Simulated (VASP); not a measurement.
# ZnSe (I-4m2) in VASP: notebook

Runs on ZnSe. Level: LDA. Tasks: single point.

All numbers are computed with VASP 6.6.1; they aren't measurements. Logs are shortened: lines on timing, memory, paths and dates and some standing lists are left out, and cuts for length are marked.

## 1. The cell of the first run

Symmetry: I-4m2, No. 119, tetragonal system. Conventional cell: a = 3.858 Å, b = 3.858 Å, c = 5.797 Å, α = 90.00°, β = 90.00°, γ = 90.00°. Within 3.2 Å of Zn (site symmetry -4m2) lie 4 Se at 2.41 Å. Within 3.2 Å of Se (site symmetry -4m2) lie 4 Zn at 2.41 Å.

## 2. Single point, LDA (21.57 Å³/atom)

Contents of INCAR:

```
PREC = Accurate
ENCUT = 520
EDIFF = 1E-6
ISMEAR = 0
SIGMA = 0.05
LREAL = False
LASPH = True
NELM = 60
ALGO = Normal
ISIF = 2
LWAVE = False
LCHARG = False
GGA = CA
NBANDS = 16
```

Contents of KPOINTS:

```
Automatic mesh
0
Gamma
  10 10 10
```

Contents of POSCAR:

```
ZnSe
1.0
    0.0000000000      2.8984176184      2.7279224644
    2.7279224644      0.0000000000      2.7279224644
    2.7279224644      2.8984176184      0.0000000000
Zn Se
1 1
Direct
    0.0000000000      0.0000000000      0.0000000000
    0.7500000000      0.7500000000      0.7500000000
```

Potentials or basis: VASP PAW LDA potentials, release 64 (Zn, Se).

Started as:

```bash
cat potpaw_LDA.64/Zn/POTCAR potpaw_LDA.64/Se/POTCAR > POTCAR
mpirun -np 1 vasp_std > vasp.out
```

OUTCAR:

```text
PREC = Accurate
   ENCUT = 520
   EDIFF = 1E-6
   ISMEAR = 0
   LREAL = False
   LASPH = True
   NELM = 60
   ISIF = 2
   GGA = CA

 ion  position               nearest neighbor table
   1  0.000  0.000  0.000-   2 2.41   2 2.41   2 2.41   2 2.41
   2  0.750  0.750  0.750-   1 2.41   1 2.41   1 2.41   1 2.41

  LATTYP: Found a body centered tetragonal cell.
 ALAT       =     3.8578649463
 C/A-ratio  =     1.5026019100

  Lattice vectors:

 A1 = (   0.0000000000,  -2.8984176184,   2.7279224644)
 A2 = (   0.0000000000,  -2.8984176184,  -2.7279224644)
 A3 = (   2.7279224644,   2.8984176184,   0.0000000000)

Analysis of symmetry for initial positions (statically):
=====================================================================
 Subroutine PRICEL returns:
 Original cell was already a primitive cell.

 Routine SETGRP: Setting up the symmetry group for a
 body centered tetragonal supercell.

 Subroutine GETGRP returns: Found  8 space group operations
 (whereof  8 operations were pure point group operations)
 out of a pool of 16 trial point group operations.

The static configuration has the point symmetry D_2d.

Analysis of symmetry for dynamics (positions and initial velocities):
=====================================================================
 Subroutine PRICEL returns:
 Original cell was already a primitive cell.

 Routine SETGRP: Setting up the symmetry group for a
 body centered tetragonal supercell.

 Subroutine GETGRP returns: Found  8 space group operations
 (whereof  8 operations were pure point group operations)
 out of a pool of 16 trial point group operations.

The dynamic configuration has the point symmetry D_2d.

 Subroutine INISYM returns: Found  8 space group operations
 (whereof  8 operations are pure point group operations),
 and found     1 'primitive' translations

----------------------------------------------------------------------------------------

                                     Primitive cell

  volume of cell :      43.1375

  direct lattice vectors                    reciprocal lattice vectors
     0.000000000  2.898417618  2.727922464    -0.183289667  0.172507922  0.183289667
     2.727922464  0.000000000  2.727922464     0.183289667 -0.172507922  0.183289667
     2.727922464  2.898417618  0.000000000     0.183289667  0.172507922 -0.183289667

  length of vectors
     3.980249447  3.857864946  3.980249447     0.311366644  0.311366644  0.311366644

  position of ions in fractional coordinates (direct lattice)
     0.000000000  0.000000000  0.000000000
     0.750000000  0.750000000  0.750000000

  ion indices of the primitive-cell ions
   primitive index   ion index
                 1           1
                 2           2

----------------------------------------------------------------------------------------

 KPOINTS: Automatic mesh

Automatic generation of k-mesh.
 Grid dimensions read from file:
 generate k-points for:   10   10   10

 Generating k-lattice:

  Cartesian coordinates                     Fractional coordinates (reciprocal lattice)
    -0.018328967  0.017250792  0.018328967     0.100000000  0.000000000  0.000000000
     0.018328967 -0.017250792  0.018328967    -0.000000000  0.100000000 -0.000000000
     0.018328967  0.017250792 -0.018328967     0.000000000  0.000000000  0.100000000

  Length of vectors
     0.031136664  0.031136664  0.031136664

  Shift w.r.t. Gamma in fractional coordinates (k-lattice)
     0.000000000  0.000000000  0.000000000

 Subroutine IBZKPT returns following result:
 ===========================================

 Found    102 irreducible k-points:

 Following reciprocal coordinates:
            Coordinates               Weight
  0.000000  0.000000  0.000000      1.000000
  0.100000  0.000000  0.000000      8.000000
  0.200000  0.000000  0.000000      8.000000
  0.300000  0.000000  0.000000      8.000000
  0.400000  0.000000  0.000000      8.000000
  0.500000  0.000000  0.000000      4.000000
[... 16 lines left out ...]
  0.300000  0.300000  0.000000      4.000000
  0.400000  0.300000 -0.000000     16.000000
 [... further k-points ...]
   k-points           NKPTS =    102   k-points in BZ     NKDIM =    102   number of bands    NBANDS=     16
   number of dos      NEDOS =    301   number of ions     NIONS =      2
   total plane-waves  NPLWV =  27000
   dimension x,y,z NGX =    30 NGY =   30 NGZ =   30
   dimension x,y,z NGXF=    60 NGYF=   60 NGZF=   60
   ions per type =               1   1
   NGX,Y,Z   is equivalent  to a cutoff of  12.53, 12.93, 12.53 a.u.
   NGXF,Y,Z  is equivalent  to a cutoff of  25.06, 25.86, 25.06 a.u.
 SYSTEM =  unknown system
   PREC   = accura    normal or accurate (medium, high low for compatibility)
   ISTART =      0    job   : 0-new  1-cont  2-samecut
   ICHARG =      2    charge: 1-file 2-atom 10-const
   ISPIN  =      1    spin polarized calculation?
   LNONCOLLINEAR =      F non collinear calculations
   LSORBIT =      F    spin-orbit coupling
   LASPH  =      T    aspherical Exc in radial PAW
   ENCUT  =  520.0 eV  38.22 Ry    6.18 a.u.   7.40  7.17  7.40*2*pi/ulx,y,z
   NELM   =     60;   NELMIN=  2; NELMDL= -5     # of ELM steps
   EDIFF  = 0.1E-05   stopping-criterion for ELM
   LREAL  =      F    real-space projection
   EDIFFG = 0.1E-04   stopping-criterion for IOM
   NSW    =      0    number of steps for IOM
   IBRION =     -1    ionic relax: 0-MD 1-quasi-New 2-CG
   NFREE  =      0    steps in history (QN), initial steepest desc. (CG)
   ISIF   =      2    stress and relaxation
   ISYM   =      2    0-nonsym 1-usesym 2-fastsym
   POTIM  = 0.5000    time-step for ionic-motion
   TEBEG  =    0.0;   TEEND  =   0.0 temperature during run
   PSTRESS=    0.0 pullay stress
   NELECT =      18.0000    total number of electrons
   NUPDOWN=      -1.0000    fix difference up-down
   EMIN   =  10.00;   EMAX   =-10.00  energy-range for DOS
   EFERMI =   0.00;   METHOD = LEGACY
   ISMEAR =     0;   SIGMA  =   0.05  broadening in eV -4-tet -1-fermi 0-gaus
   EFERMI_NEDOS =   21; number of points for ismear=-14 and -15
   IALGO  =     38    algorithm
   IMIX   =      4    mixing-type and parameters
     AMIX     =   0.40;   BMIX     =  1.00
     AMIX_MAG =   1.60;   BMIX_MAG =  1.00
  volume/ion in A,a.u.               =      21.57       145.55
  Fermi-wavevector in a.u.,A,eV,Ry     =   1.223340  2.311778 20.361960  1.496562
  Thomas-Fermi vector in A             =   2.358455
   LORBIT       =      0    0 simple, 1 ext, 2 COOP (PROOUT), +10 PAW based schemes
   GGA     = CA    functional components
   LHFCALC =     F    Hartree Fock is set to
   AEXX    =    0.0000 exact exchange contribution
   IVDW    =     0    specifies the selected vdW correction
   LEPSILON=     F    determine dielectric tensor
   LRPA    =     F    only Hartree local field effects (RPA)
 non-spin polarized calculation
 Gauss-broadening in eV      SIGMA  =   0.05
  energy-cutoff  :      520.00
  volume of cell :       43.14
 maximum number of plane-waves:      1178
 NGX is ok and might be reduce to    30
   NGX = 15   NGY = 15   NGZ = 15

 number of electron      17.9999982 magnetization

 Free energy of the ion-electron system (eV)
  ---------------------------------------------------
  ext. energy  EPLUGINS =         0.00000000
  ---------------------------------------------------
  free energy    TOTEN  =        -7.35890390 eV

  energy without entropy =       -7.35890390  energy(sigma->0) =       -7.35890390

 E-fermi :   2.3324     XC(G=0):  -9.9417

 val. band max:        2.0759909774   @ k =   0.0000   0.0000   0.0000
 cond. band min:       3.2649585534   @ k =   0.0000   0.0000   0.0000
 fundamental gap:      1.1889675760
 Fermi energy:         2.3324204027

 k-point     1 :       0.0000    0.0000    0.0000
  band No.  band energies     occupation
      1     -11.6485      2.00000
      2      -4.9093      2.00000
      3      -4.8792      2.00000
      4      -4.8792      2.00000
      5      -4.4938      2.00000
      6      -4.4769      2.00000
[... 8 lines left out ...]
     15      12.9228      0.00000
     16      14.1124      0.00000

 k-point     2 :       0.1000    0.0000    0.0000
  band No.  band energies     occupation
      1     -11.5758      2.00000
      2      -4.9022      2.00000
      3      -4.8742      2.00000
      4      -4.8672      2.00000
      5      -4.4938      2.00000
      6      -4.4792      2.00000
[... 8 lines left out ...]
     15      12.5963      0.00000
     16      13.3482      0.00000

 k-point     3 :       0.2000    0.0000    0.0000
  band No.  band energies     occupation
      1     -11.3751      2.00000
      2      -4.8801      2.00000
      3      -4.8501      2.00000
      4      -4.8372      2.00000
      5      -4.4907      2.00000
      6      -4.4831      2.00000
[... 8 lines left out ...]
     15      12.6586      0.00000
     16      13.0224      0.00000

 k-point     4 :       0.3000    0.0000    0.0000
  band No.  band energies     occupation
      1     -11.1024      2.00000
      2      -4.8408      2.00000
      3      -4.8041      2.00000
      4      -4.7778      2.00000
      5      -4.4826      2.00000
      6      -4.4789      2.00000
[... 8 lines left out ...]
     15      12.8178      0.00000
     16      12.9637      0.00000

 k-point     5 :       0.4000    0.0000    0.0000
  band No.  band energies     occupation
      1     -10.8568      2.00000
      2      -4.8210      2.00000
      3      -4.7820      2.00000
      4      -4.5714      2.00000
      5      -4.4763      2.00000
      6      -4.4576      2.00000
[... 8 lines left out ...]
     15      13.8700      0.00000
     16      14.2363      0.00000

 k-point     6 :       0.5000    0.0000    0.0000
  band No.  band energies     occupation
      1     -10.7557      2.00000
      2      -4.8156      2.00000
      3      -4.7749      2.00000
      4      -4.4723      2.00000
      5      -4.4625      2.00000
      6      -4.3072      2.00000
[... 8 lines left out ...]
     15      15.0272      0.00000
     16      15.4208      0.00000

 k-point     7 :       0.1000    0.1000    0.0000
  band No.  band energies     occupation
      1     -11.5480      2.00000
      2      -4.8898      2.00000
      3      -4.8896      2.00000
      4      -4.8578      2.00000
      5      -4.4923      2.00000
      6      -4.4808      2.00000
[... 8 lines left out ...]
     15      12.9420      0.00000
     16      13.3012      0.00000

 k-point     8 :       0.2000    0.1000    0.0000
  band No.  band energies     occupation
      1     -11.3867      2.00000
      2      -4.8907      2.00000
      3      -4.8605      2.00000
      4      -4.8284      2.00000
      5      -4.4962      2.00000
      6      -4.4777      2.00000
[... 8 lines left out ...]
     15      12.9963      0.00000
     16      13.8678      0.00000

 k-point     9 :       0.3000    0.1000    0.0000
  band No.  band energies     occupation
      1     -11.1349      2.00000
      2      -4.8546      2.00000
      3      -4.8212      2.00000
      4      -4.7856      2.00000
      5      -4.4939      2.00000
      6      -4.4685      2.00000
[... 8 lines left out ...]
     15      13.1485      0.00000
     16      13.8558      0.00000
[... 172 lines left out ...]
 k-point    19 :       0.5000    0.2000    0.0000
  band No.  band energies     occupation
      1     -10.6484      2.00000
      2      -4.8008      2.00000
      3      -4.7360      2.00000
      4      -4.5885      2.00000
      5      -4.4605      2.00000
      6      -4.3158      2.00000
[... 8 lines left out ...]
     15      15.2037      0.00000
     16      15.5466      0.00000

 k-point    20 :      -0.4000    0.2000   -0.0000
  band No.  band energies     occupation
      1     -10.6337      2.00000
      2      -4.7925      2.00000
      3      -4.7388      2.00000
      4      -4.5251      2.00000
      5      -4.4763      2.00000
      6      -4.2903      2.00000
[... 8 lines left out ...]
     15      13.6734      0.00000
     16      15.4036      0.00000

 k-point    21 :      -0.3000    0.2000   -0.0000
  band No.  band energies     occupation
      1     -10.7816      2.00000
      2      -4.7967      2.00000
      3      -4.7558      2.00000
      4      -4.6095      2.00000
      5      -4.4916      2.00000
      6      -4.4453      2.00000
[... 8 lines left out ...]
     15      13.8045      0.00000
     16      15.7789      0.00000

 k-point    22 :      -0.2000    0.2000   -0.0000
  band No.  band energies     occupation
      1     -11.0164      2.00000
      2      -4.8181      2.00000
      3      -4.7836      2.00000
      4      -4.7654      2.00000
      5      -4.5027      2.00000
      6      -4.4642      2.00000
[... 8 lines left out ...]
     15      13.9850      0.00000
     16      15.3555      0.00000

 k-point    23 :       0.3000    0.3000    0.0000
  band No.  band energies     occupation
      1     -10.8940      2.00000
      2      -4.9110      2.00000
      3      -4.7556      2.00000
      4      -4.7059      2.00000
      5      -4.4972      2.00000
      6      -4.4468      2.00000
[... 8 lines left out ...]
     15      14.4644      0.00000
     16      17.2032      0.00000

 k-point    24 :       0.4000    0.3000   -0.0000
  band No.  band energies     occupation
      1     -10.6964      2.00000
      2      -4.8805      2.00000
      3      -4.7164      2.00000
      4      -4.6637      2.00000
      5      -4.4588      2.00000
      6      -4.4234      2.00000
[... 8 lines left out ...]
     15      15.1899      0.00000
     16      17.0980      0.00000

 [... further k-points ...]

------------------------ aborting loop because EDIFF is reached ----------------------------------------

  FORCE on cell =-STRESS in cart. coord.  units (eV):
  Direction    XX          YY          ZZ          XY          YZ          ZX
  --------------------------------------------------------------------------------------
  -------------------------------------------------------------------------------------
  Total        0.3135094     -0.3875081      0.3135094     -0.0000000     -0.0000000      0.0000000
  in kB       11.6441065    -14.3925047     11.6441065     -0.0000000     -0.0000000      0.0000000
  external PRESSURE =       2.9652361 kB  Pullay stress =       0.0000000 kB

 VOLUME and BASIS-vectors are now :
 -----------------------------------------------------------------------------
  energy-cutoff  :      520.00
  volume of cell :       43.14
      direct lattice vectors                 reciprocal lattice vectors
     0.000000000  2.898417618  2.727922464    -0.183289667  0.172507922  0.183289667
     2.727922464  0.000000000  2.727922464     0.183289667 -0.172507922  0.183289667
     2.727922464  2.898417618  0.000000000     0.183289667  0.172507922 -0.183289667

 POSITION                                       TOTAL-FORCE (eV/Angst)
 -----------------------------------------------------------------------------------
      0.00000      0.00000      0.00000         0.000000     -0.000000      0.000000
      4.09188      4.34763      4.09188        -0.000000      0.000000     -0.000000
 -----------------------------------------------------------------------------------
    total drift:                                0.000000      0.000001      0.000000

  FREE ENERGIE OF THE ION-ELECTRON SYSTEM (eV)
  ---------------------------------------------------
  free  energy   TOTEN  =        -7.3589039041 eV

  energy  without entropy=       -7.3589039041  energy(sigma->0) =       -7.35890390
```

It took 1.7 min on 1 thread of Intel Xeon 8259CL, shared host; peak memory 0.2 GiB.

What came out:

```
Free energy            : -7.3589 eV
Pressure               : 0.3 GPa
Band gap on the k mesh : 1.19 eV
```

Stress tensor (GPa, compression positive):
```
 1.16  0.00  0.00
 0.00 -1.44  0.00
 0.00  0.00  1.16
```

Levels at points of the mesh, in eV from the valence-band top:
| k point | band 6 | band 7 | band 8 | band 9 | band 10 | band 11 | band 12 | band 13 |
| --- | --- | --- | --- | --- | --- | --- | --- | --- |
| (0.00, 0.00, 0.00) | -6.55 | -0.27 | 0.00 | 0.00 | 1.19 | 5.62 | 5.62 | 5.64 |
| (0.50, 0.00, 0.00) | -6.38 | -5.71 | -1.23 | -0.84 | 2.33 | 6.01 | 6.46 | 8.43 |
| (0.50, 0.50, 0.00) | -6.33 | -5.02 | -2.65 | -2.53 | 2.51 | 3.05 | 10.89 | 10.98 |
| (0.50, 0.00, 0.50) | -6.41 | -5.39 | -2.24 | -2.24 | 2.82 | 3.63 | 10.43 | 11.40 |

As with any semilocal functional, this LDA gap is likely too small.

(Continued in part 2 of 2.)
